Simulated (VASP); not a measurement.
The system is AlGa2As3.

```
Al Ga As
1.0
     6.59136    0.00000    0.00000
    -3.29568    5.70829    0.00000
     0.00000    0.00000    3.66387
Al Ga As
1 2 3
Cartesian
  0.0000 0.0000 1.8319
  0.0000 3.8055 1.8319
  3.2957 1.9028 1.8319
  -1.6478 2.8541 0.0000
  3.2957 0.0000 0.0000
  1.6478 2.8541 0.0000
```

The cell was generated, and may not be a known phase.

| Property | Result |
| --- | --- |
| Program | VASP 6.6.1 |
| Task | relaxation of cell and atoms |
| Functional | PBE |
| Potentials or basis | VASP PAW PBE potentials, release 64 (Al, Ga_d, As) |
| Cutoff | 600 eV |
| k mesh | 6 × 6 × 10 |
| Occupations | gaussian, width 0.1 eV |
| Spin | no spin polarisation |

At the start: pressure 0.4 GPa; volume 22.98 Å³/atom.

Problem. How do energy, volume and symmetry change on relaxing?

Solution. Over 7 steps the energy falls by 12.4 meV/atom and the volume is 22.93 Å³/atom (-0.2 %); space group P6/mmm (No. 191, to 0.1 Å) before and after.

The path:
```
step  energy change (eV)  largest force (eV/Å)  pressure (GPa)  volume (Å³)
   1              0.0000                0.0000            0.43       137.85
   2             -0.0341                0.0000           -0.14       139.06
   3             -0.0598                0.0000           -0.91       140.83
   4             -0.0603                0.0000           -1.10       141.20
   5             -0.0721                0.0000           -0.14       137.74
   6             -0.0726                0.0000           -0.27       138.31
   7             -0.0741                0.0000            0.03       137.61
```

Final structure:
```
Al Ga As
1.0
     6.42763    0.00000    0.00000
    -3.21381    5.56649    0.00000
     0.00000    0.00000    3.84597
Al Ga As
1 2 3
Direct
  0.00000 0.00000 0.50000
  0.33333 0.66667 0.50000
  0.66667 0.33333 0.50000
  0.00000 0.50000 0.00000
  0.50000 0.00000 0.00000
  0.50000 0.50000 0.00000
```
